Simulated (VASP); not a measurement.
Set up this calculation in VASP 6.6.1, as the native input.

- Task: relaxation of cell and atoms
- Functional: LDA
- Potentials or basis: VASP PAW LDA potentials, release 64 (Ge_d)
- Cutoff: 600 eV
- k mesh: 21 × 21 × 21
- Occupations: fermi-dirac, width 0.1 eV
- Spin: no spin polarisation
- Target pressure: 460 GPa
- Dipole correction: no
- Further INCAR settings: ALGO = Normal; EDIFF = 1e-06; IBRION = 2; EDIFFG = -0.005; NSW = 60; ISIF = 3

The structure of Ge lies in POSCAR:

```
Ge
1.0
   -1.2414221446      1.2414221446      1.2414221446
    1.2414221446     -1.2414221446      1.2414221446
    1.2414221446      1.2414221446     -1.2414221446
Ge
1
Direct
    0.0000000000      0.0000000000      0.0000000000
```

These files were run (other wordings do the same):

INCAR

```
SYSTEM = Ge
PREC = Accurate
ENCUT = 600
EDIFF = 1E-6
ISMEAR = -1
SIGMA = 0.1
LREAL = .FALSE.
LASPH = .TRUE.
NELM = 60
ALGO = Normal
ISIF = 3
LWAVE = .FALSE.
LCHARG = .FALSE.
IBRION = 2
NSW = 60
EDIFFG = -0.005
PSTRESS = 4600.0
```

KPOINTS

```
Automatic mesh
0
G
  21 21 21
  0 0 0
```

Potentials or basis: VASP PAW LDA potentials, release 64 (Ge_d).

Command:

```console
$ cat potpaw_LDA.64/Ge_d/POTCAR > POTCAR
$ mpirun -np 1 vasp_std > vasp.out
```

Results of the run:

```json
{"Relaxed volume": "7.67 Å³/atom", "Relaxed cell": "a = 2.152 Å, b = 2.152 Å, c = 2.152 Å, α = 109.47°, β = 109.47°, γ = 109.47°", "Space group after relaxing (to 0.05 Å)": "Im-3m (No. 229)", "Energy change on relaxing (the enthalpy is what falls)": "-43.5 meV/atom", "Ionic steps": "4", "Pressure after relaxing": "460.0 GPa", "Band gap on the k mesh": "zero (band 7 reaches 43.00 eV, above the bottom of band 8 at 16.20 eV)"}
```

Caveat: the cell is relaxed towards a set pressure, so the enthalpy falls and the energy may rise.

Wall time 54 s on 1 thread of Intel(R) Xeon(R) Platinum 8488C (Sapphire Rapids), on a shared host, peak memory 0.14 GiB.
